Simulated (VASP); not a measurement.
# SiC (P6_3mc) in VASP: further runs

SiC is run at these levels: PBE, r2SCAN; tasks: single point.

Program: VASP 6.6.1. These are calculated values, not measurements. Logs are shortened: lines on timing, memory, paths and dates and some standing lists are left out, and cuts for length are marked.

## Step 1: The cell of the first run

The structure is hexagonal, space group P6_3mc (No. 186). Conventional cell: a = 3.061 Å, b = 3.061 Å, c = 5.023 Å, α = 90.00°, β = 90.00°, γ = 120.00°. Within 2.5 Å of Si (site symmetry 3m) lie 4 C at 1.87 to 1.89 Å. C (site symmetry 3m) has 4 Si at 1.87 to 1.89 Å within 2.5 Å.

## Step 2: Single point, PBE (volume changed by -3%)

INCAR

```
SYSTEM = SiC
PREC = Accurate
ENCUT = 520
EDIFF = 1E-7
ISMEAR = 0
SIGMA = 0.01
LREAL = .FALSE.
LASPH = .TRUE.
NELM = 100
ALGO = Normal
ISIF = 2
LWAVE = .FALSE.
LCHARG = .TRUE.
GGA = PE
LELF = .TRUE.
LVHAR = .TRUE.
NBANDS = 16
```

KPOINTS

```
regular mesh
0
G
  9 9 4
  0 0 0
```

POSCAR

```
SiC
1.0
    3.0607027017      0.0000000000      0.0000000000
   -1.5303513509      2.6506462931      0.0000000000
    0.0000000000      0.0000000000      5.0230333050
Si C
2 2
Direct
    0.3333333333      0.6666666667      0.4995817067
    0.6666666667      0.3333333333      0.9995817067
    0.3333333333      0.6666666667      0.8754182933
    0.6666666667      0.3333333333      0.3754182933
```

Potentials or basis: VASP PAW PBE potentials, release 64 (Si, C).

Run with:

```
$ cat potpaw_PBE.64/Si/POTCAR potpaw_PBE.64/C/POTCAR > POTCAR
$ mpirun -np 1 vasp_std > vasp.out
```

OUTCAR:

```text
SYSTEM = SiC
   PREC = Accurate
   ENCUT = 520
   EDIFF = 1E-7
   ISMEAR = 0
   LREAL = .FALSE.
   LASPH = .TRUE.
   NELM = 100
   ISIF = 2
   GGA = PE

 ion  position               nearest neighbor table
   1  0.333  0.667  0.500-   4 1.87   4 1.87   4 1.87   3 1.89   2 3.07   2 3.07   2 3.07   2 3.07
                             2 3.07   2 3.07
   2  0.667  0.333  1.000-   3 1.87   3 1.87   3 1.87   4 1.89   1 3.07   1 3.07   1 3.07   1 3.07
                             1 3.07   1 3.07
   3  0.333  0.667  0.875-   2 1.87   2 1.87   2 1.87   1 1.89
   4  0.667  0.333  0.375-   1 1.87   1 1.87   1 1.87   2 1.89

  LATTYP: Found a hexagonal cell.
 ALAT       =     3.0607027017
 C/A-ratio  =     1.6411372794

  Lattice vectors:

 A1 = (   3.0607027017,   0.0000000000,   0.0000000000)
 A2 = (  -1.5303513509,   2.6506462931,   0.0000000000)
 A3 = (   0.0000000000,   0.0000000000,   5.0230333050)

Analysis of symmetry for initial positions (statically):
=====================================================================
 Subroutine PRICEL returns:
 Original cell was already a primitive cell.

 Routine SETGRP: Setting up the symmetry group for a
 hexagonal supercell.

 Subroutine GETGRP returns: Found 12 space group operations
 (whereof  6 operations were pure point group operations)
 out of a pool of 24 trial point group operations.

The static configuration has the point symmetry C_3v.
 The point group associated with its full space group is C_6v.

Analysis of symmetry for dynamics (positions and initial velocities):
=====================================================================
 Subroutine PRICEL returns:
 Original cell was already a primitive cell.

 Routine SETGRP: Setting up the symmetry group for a
 hexagonal supercell.

 Subroutine GETGRP returns: Found 12 space group operations
 (whereof  6 operations were pure point group operations)
 out of a pool of 24 trial point group operations.

The dynamic configuration has the point symmetry C_3v.
 The point group associated with its full space group is C_6v.

 Subroutine INISYM returns: Found 12 space group operations
 (whereof  6 operations are pure point group operations),
 and found     1 'primitive' translations

----------------------------------------------------------------------------------------

                                     Primitive cell

  volume of cell :      40.7511

  direct lattice vectors                    reciprocal lattice vectors
     3.060702702  0.000000000  0.000000000     0.326722357  0.188633241  0.000000000
[... 96 lines left out ...]
   ISIF   =      2    stress and relaxation
   ISYM   =      2    0-nonsym 1-usesym 2-fastsym
   POTIM  = 0.5000    time-step for ionic-motion
   TEBEG  =    0.0;   TEEND  =   0.0 temperature during run
   PSTRESS=    0.0 pullay stress
   NELECT =      16.0000    total number of electrons
   NUPDOWN=      -1.0000    fix difference up-down
   EMIN   =  10.00;   EMAX   =-10.00  energy-range for DOS
   EFERMI =   0.00;   METHOD = LEGACY
   ISMEAR =     0;   SIGMA  =   0.01  broadening in eV -4-tet -1-fermi 0-gaus
   EFERMI_NEDOS =   21; number of points for ismear=-14 and -15
   IALGO  =     38    algorithm
   IMIX   =      4    mixing-type and parameters
     AMIX     =   0.40;   BMIX     =  1.00
     AMIX_MAG =   1.60;   BMIX_MAG =  1.00
  volume/ion in A,a.u.               =      10.19        68.75
  Fermi-wavevector in a.u.,A,eV,Ry     =   1.198768  2.265343 19.552182  1.437045
  Thomas-Fermi vector in A             =   2.334648
   LORBIT       =      0    0 simple, 1 ext, 2 COOP (PROOUT), +10 PAW based schemes
   GGA     = PE    functional components
   LHFCALC =     F    Hartree Fock is set to
   AEXX    =    0.0000 exact exchange contribution
   IVDW    =     0    specifies the selected vdW correction
   LEPSILON=     F    determine dielectric tensor
   LRPA    =     F    only Hartree local field effects (RPA)
 non-spin polarized calculation
 Gauss-broadening in eV      SIGMA  =   0.01
  energy-cutoff  :      520.00
  volume of cell :       40.75
 maximum number of plane-waves:      1108
 NGX is ok and might be reduce to    24
   NGX = 11   NGY = 11   NGZ = 19

 number of electron      16.0000000 magnetization

 Free energy of the ion-electron system (eV)
  ---------------------------------------------------
  ext. energy  EPLUGINS =         0.00000000
  ---------------------------------------------------
  free energy    TOTEN  =       -30.08399000 eV

  energy without entropy =      -30.08399000  energy(sigma->0) =      -30.08399000

 E-fermi :   8.5185     XC(G=0): -11.4155

 val. band max:        8.4298438572   @ k =   0.0000   0.0000   0.0000
 cond. band min:      10.6787574164   @ k =   0.3333   0.3333   0.0000
 fundamental gap:      2.2489135591
 Fermi energy:         8.5184867034

 k-point     1 :       0.0000    0.0000    0.0000
  band No.  band energies     occupation
      1      -7.2590      2.00000
      2      -3.6365      2.00000
      3      -0.3534      2.00000
      4       7.1061      2.00000
      5       7.1061      2.00000
      6       8.3183      2.00000
[... 433 lines left out ...]
      3       1.2605      2.00000
      4       1.2605      2.00000
      5       1.8949      2.00000
      6       3.8643      2.00000
[... 8 lines left out ...]
     15      20.5378      0.00000
     16      21.1815      0.00000

 [... further k-points ...]

------------------------ aborting loop because EDIFF is reached ----------------------------------------

  FORCE on cell =-STRESS in cart. coord.  units (eV):
  Direction    XX          YY          ZZ          XY          YZ          ZX
  --------------------------------------------------------------------------------------
  -------------------------------------------------------------------------------------
  Total        1.7552388      1.7552388      1.7095171     -0.0000000      0.0000000      0.0000000
  in kB       69.0093294     69.0093294     67.2117275     -0.0000000      0.0000000      0.0000000
  external PRESSURE =      68.4101288 kB  Pullay stress =       0.0000000 kB

 VOLUME and BASIS-vectors are now :
 -----------------------------------------------------------------------------
  energy-cutoff  :      520.00
  volume of cell :       40.75
      direct lattice vectors                 reciprocal lattice vectors
     3.060702702  0.000000000  0.000000000     0.326722357  0.188633241  0.000000000
    -1.530351351  2.650646293  0.000000000     0.000000000  0.377266481  0.000000000
     0.000000000  0.000000000  5.023033305     0.000000000  0.000000000  0.199082893

 POSITION                                       TOTAL-FORCE (eV/Angst)
 -----------------------------------------------------------------------------------
     -0.00000      1.76710      2.50942        -0.000000     -0.000000      0.004076
      1.53035      0.88355      5.02093         0.000000     -0.000000      0.004076
     -0.00000      1.76710      4.39726         0.000000     -0.000000     -0.004076
      1.53035      0.88355      1.88574        -0.000000      0.000000     -0.004076
 -----------------------------------------------------------------------------------
    total drift:                                0.000000      0.000000     -0.000025

  FREE ENERGIE OF THE ION-ELECTRON SYSTEM (eV)
  ---------------------------------------------------
  free  energy   TOTEN  =       -30.0839900046 eV

  energy  without entropy=      -30.0839900046  energy(sigma->0) =      -30.08399000
```

Wall time 19 s (1 thread of Intel Xeon Platinum 8259CL at 2.50GHz (Skylake/Cascade Lake), shared host); peak memory 0.16 GiB.

Results:

```
Free energy            : -30.0840 eV
Pressure               : 6.8 GPa
Largest force          : 0.004 eV/Å
Band gap on the k mesh : 2.25 eV, indirect (least direct gap 4.04 eV)
```

Forces in eV/Å, atoms in the order of the input:
```
Si   0.000  0.000  0.004
Si   0.000  0.000  0.004
C    0.000  0.000 -0.004
C    0.000  0.000 -0.004
```

Caveat: the cell differs from its parent crystal (volume changed by -3%). A k mesh can miss the band edges.

## Step 3: Single point, PBE

This run uses another cell than the first one, of 10.50 Å³/atom, 1.031 times its volume.

INCAR

```
SYSTEM = SiC
ALGO     = Normal         ! electronic algorithm
EDIFF    = 1E-7           ! SCF threshold, eV
ENCUT    = 520            ! plane-wave cutoff, eV
GGA      = PE             ! functional
ISIF     = 2              ! what is computed and relaxed
ISMEAR   = 0              ! smearing method
LASPH    = .True.         ! aspherical terms in the spheres
LCHARG   = .True.         ! write CHGCAR
LELF     = .True.         ! ELF
LREAL    = .False.        ! projectors in reciprocal space
LVHAR    = .True.       
LWAVE    = .False.        ! write WAVECAR
NBANDS   = 16             ! bands
NELM     = 60             ! most SCF steps
PREC     = Accurate       ! precision mode
SIGMA    = 0.01           ! smearing width, eV
```

KPOINTS

```
k-points
0
Gamma
  9 9 4
  0 0 0
```

POSCAR

```
SiC
1.0
    3.0919365192      0.0000000000      0.0000000000
   -1.5459682596      2.6776955725      0.0000000000
    0.0000000000      0.0000000000      5.0742922873
Si C
2 2
Direct
    0.3333333333      0.6666666667      0.4995817067
    0.6666666667      0.3333333333      0.9995817067
    0.3333333333      0.6666666667      0.8754182933
    0.6666666667      0.3333333333      0.3754182933
```

Potentials or basis: VASP PAW PBE potentials, release 64 (Si, C).

Run with:

```
$ cat potpaw_PBE.64/Si/POTCAR potpaw_PBE.64/C/POTCAR > POTCAR
$ mpirun -np 1 vasp_std > vasp.out
```

It took 17 s on 1 thread of Intel Xeon Platinum 8259CL at 2.50GHz (Skylake/Cascade Lake), shared host; peak memory 0.16 GiB.

Results (log left out):

```
Free energy            : -30.1104 eV
Pressure               : 0.0 GPa
Band gap on the k mesh : 2.30 eV, indirect (least direct gap 3.98 eV)
```

Levels at points of the mesh, in eV from the valence-band top:
| k point | band 6 | band 7 | band 8 | band 9 | band 10 | band 11 |
| --- | --- | --- | --- | --- | --- | --- |
| (0.00, 0.00, 0.00) | -0.11 | 0.00 | 0.00 | 4.67 | 6.04 | 6.57 |
| (0.00, 0.00, 0.50) | -0.71 | -0.71 | -0.71 | 5.76 | 5.76 | 7.27 |

A k mesh can miss the band edges. A hybrid or GW would open this gap; PBE tends to underestimate it.

## Step 4: Single point, PBE (volume changed by +3%)

INCAR

```
  PREC = Accurate
  ENCUT = 520
  EDIFF = 1E-6
  ISMEAR = 0
  SIGMA = 0.01
  LREAL = False
  LASPH = True
  NELM = 100
  ALGO = Normal
  ISIF = 2
  LWAVE = False
  LCHARG = False
  GGA = PE
  NBANDS = 16
```

KPOINTS

```
Automatic mesh
0
Gamma
  9 9 4
```

POSCAR

```
SiC
1.0
    3.1225517431      0.0000000000      0.0000000000
   -1.5612758715      2.7042091341      0.0000000000
    0.0000000000      0.0000000000      5.1245360725
Si C
2 2
Direct
    0.3333333333      0.6666666667      0.4995817067
    0.6666666667      0.3333333333      0.9995817067
    0.3333333333      0.6666666667      0.8754182933
    0.6666666667      0.3333333333      0.3754182933
```

Run with:

```
$ cat potpaw_PBE.64/Si/POTCAR potpaw_PBE.64/C/POTCAR > POTCAR
$ mpirun -np 1 vasp_std > vasp.out
```

Run time: 15 s. Hardware: 1 thread of Intel Xeon Platinum 8259CL at 2.50GHz (Skylake/Cascade Lake), shared host; peak memory 0.16 GiB.

Results (log left out):

```yaml
Free_energy: -30.0865 eV
Pressure: -6.0 GPa
Largest_force: 0.006 eV/Å
Band_gap_on_the_k_mesh: 2.35 eV, indirect (least direct gap 3.92 eV)
```

Forces on the atoms (eV/Å):
```
Si   0.000  0.000 -0.006
Si   0.000  0.000 -0.006
C    0.000  0.000  0.006
C    0.000  0.000  0.006
```

Stress tensor (GPa, compression positive):
```
-6.03  0.00  0.00
 0.00 -6.03  0.00
 0.00  0.00 -5.90
```

Levels at points of the mesh, in eV from the valence-band top:
| k point | band 6 | band 7 | band 8 | band 9 | band 10 | band 11 |
| --- | --- | --- | --- | --- | --- | --- |
| (0.00, 0.00, 0.00) | -0.11 | 0.00 | 0.00 | 4.43 | 5.73 | 6.40 |
| (0.00, 0.00, 0.50) | -0.70 | -0.70 | -0.70 | 5.51 | 5.51 | 7.11 |

Caveat: the cell differs from its parent crystal (volume changed by +3%). A k mesh can miss the band edges.

## Step 5: Single point, PBE (volume changed by +6%)

INCAR

```
ALGO = Normal
EDIFF = 1E-6
ENCUT = 520
GGA = PE
ISIF = 2
ISMEAR = 0
LASPH = True
LCHARG = False
LREAL = False
LWAVE = False
NBANDS = 16
NELM = 100
PREC = Accurate
SIGMA = 0.01
```

KPOINTS

```
k-points
0
Gamma
  9 9 4
```

POSCAR

```
SiC
1.0
    3.1525781211      0.0000000000      0.0000000000
   -1.5762890605      2.7302127402      0.0000000000
    0.0000000000      0.0000000000      5.1738134808
Si C
2 2
Direct
    0.3333333333      0.6666666667      0.4995817067
    0.6666666667      0.3333333333      0.9995817067
    0.3333333333      0.6666666667      0.8754182933
    0.6666666667      0.3333333333      0.3754182933
```

Run with:

```
$ cat potpaw_PBE.64/Si/POTCAR potpaw_PBE.64/C/POTCAR > POTCAR
$ mpirun -np 1 vasp_std > vasp.out
```

It took 16 s on 1 thread of Intel Xeon Platinum 8259CL at 2.50GHz (Skylake/Cascade Lake), shared host; peak memory 0.16 GiB.

It converged, with:

| Property | Result |
| --- | --- |
| Free energy | -30.0191 eV |
| Pressure | -11.1 GPa |
| Largest force | 0.011 eV/Å |
| Band gap on the k mesh | 2.40 eV, indirect (least direct gap 3.86 eV) |

Forces on the atoms (eV/Å):
```
Si   0.000  0.000 -0.011
Si   0.000  0.000 -0.011
C    0.000  0.000  0.011
C    0.000  0.000  0.011
```

Stress tensor (GPa, compression positive):
```
-11.19   0.00   0.00
  0.00 -11.19   0.00
  0.00   0.00 -10.94
```

Levels at points of the mesh, in eV from the valence-band top:
| k point | band 4 | band 5 | band 6 | band 7 | band 8 | band 9 | band 10 | band 11 | band 12 | band 13 |
| --- | --- | --- | --- | --- | --- | --- | --- | --- | --- | --- |
| (0.00, 0.00, 0.00) | -1.28 | -1.28 | -0.11 | 0.00 | 0.00 | 4.20 | 5.42 | 6.24 | 6.24 | 7.15 |
| (0.00, 0.00, 0.50) | -4.30 | -0.69 | -0.69 | -0.69 | -0.69 | 5.27 | 5.27 | 6.96 | 6.96 | 6.96 |

Caveat: the cell differs from its parent crystal (volume changed by +6%). A k mesh can miss the band edges.

## Step 6: Single point, r2SCAN (volume changed by -6%)

POSCAR

```
SiC
1.0
    3.0125764224      0.0000000000      0.0000000000
   -1.5062882112      2.6089677127      0.0000000000
    0.0000000000      0.0000000000      4.9450571854
Si C
2 2
Direct
    0.3333333333      0.6666666667      0.4995917720
    0.6666666667      0.3333333333      0.9995917720
    0.3333333333      0.6666666667      0.8754082280
    0.6666666667      0.3333333333      0.3754082280
```

INCAR.step1

```
ALGO     = Normal         # electronic algorithm
EDIFF    = 1E-4           # SCF threshold, eV
ENCUT    = 520            # plane-wave cutoff, eV
GGA      = PE             # functional
ISMEAR   = 0              # smearing method
LASPH    = T              # aspherical terms in the spheres
LCHARG   = F              # write CHGCAR
LREAL    = F              # projectors in reciprocal space
LWAVE    = T              # write WAVECAR
NBANDS   = 16             # bands
NELM     = 60             # most SCF steps
PREC     = Accurate       # precision mode
SIGMA    = 0.01           # smearing width, eV
```

INCAR.step2

```
ALGO     = Normal         # electronic algorithm
EDIFF    = 1E-7           # SCF threshold, eV
ENCUT    = 520            # plane-wave cutoff, eV
ISIF     = 2              # what is computed and relaxed
ISMEAR   = 0              # smearing method
ISTART   = 1            
LASPH    = T              # aspherical terms in the spheres
LCHARG   = T              # write CHGCAR
LELF     = T              # ELF
LMIXTAU  = T            
LREAL    = F              # projectors in reciprocal space
LVHAR    = T            
LWAVE    = F              # write WAVECAR
METAGGA  = R2SCAN         # meta-GGA
NBANDS   = 16             # bands
NELM     = 60             # most SCF steps
PREC     = Accurate       # precision mode
SIGMA    = 0.01           # smearing width, eV
```

KPOINTS is that of step 5.

Potentials or basis: VASP PAW PBE potentials, release 64 (Si, C).

Run with:

```
$ cat potpaw_PBE.64/Si/POTCAR potpaw_PBE.64/C/POTCAR > POTCAR
$ cp INCAR.step1 INCAR
$ mpirun -np 1 vasp_std > vasp.out
$ cp INCAR.step2 INCAR
$ mpirun -np 1 vasp_std > vasp.out
```

It took 73 s on 1 thread of Intel Xeon Platinum 8259CL at 2.50GHz (Skylake/Cascade Lake), shared host; peak memory 0.17 GiB.

It converged, with:

```
Free energy            : -38.5235 eV
Pressure               : 15.6 GPa
Largest force          : 0.010 eV/Å
Band gap on the k mesh : 2.57 eV, indirect (least direct gap 4.67 eV)
```

Forces on the atoms (eV/Å):
```
Si   0.000  0.000  0.010
Si   0.000  0.000  0.010
C    0.000  0.000 -0.010
C    0.000  0.000 -0.010
```

Stress tensor (GPa, compression positive):
```
15.79  0.00  0.00
 0.00 15.79  0.00
 0.00  0.00 15.34
```

Levels at points of the mesh, in eV from the valence-band top:
```tsv
k point	band 5	band 6	band 7	band 8	band 9	band 10	band 11	band 12
(0.00, 0.00, 0.00)	-1.41	-0.11	0.00	0.00	5.95	7.46	7.60	7.60
(0.00, 0.00, 0.50)	-0.76	-0.76	-0.76	-0.76	7.07	7.07	8.26	8.26
```

Caveat: the cell differs from its parent crystal (volume changed by -6%); the PAW data sets were made with another functional, which shifts forces and pressure a little. A k mesh can miss the band edges.

## Step 7: Summary

```tsv
level	cell	gap on the mesh (eV)	pressure (GPa)	largest force (eV/Å)
PBE	a = 3.061, b = 3.061, c = 5.023 Å, angles 90.0, 90.0, 120.0°, 4 atoms	2.25	6.8	-
PBE	a = 3.092, b = 3.092, c = 5.074 Å, angles 90.0, 90.0, 120.0°, 4 atoms	2.30	0.0	-
PBE	a = 3.123, b = 3.123, c = 5.125 Å, angles 90.0, 90.0, 120.0°, 4 atoms	2.35	-6.0	0.01
PBE	a = 3.153, b = 3.153, c = 5.174 Å, angles 90.0, 90.0, 120.0°, 4 atoms	2.40	-11.1	0.01
r2SCAN	a = 3.013, b = 3.013, c = 4.945 Å, angles 90.0, 90.0, 120.0°, 4 atoms	2.57	15.6	0.01
```

Alike in all rows: task single point; potentials or basis VASP PAW PBE potentials, release 64 (Si, C); no spin polarisation; k mesh 9 × 9 × 4; cutoff (eV) 520; smearing gaussian 0.01 eV.

Caveats: the PAW data sets were made with another functional, which shifts forces and pressure a little (some runs).

Absolute energies hang on the potentials; compare differences alone.
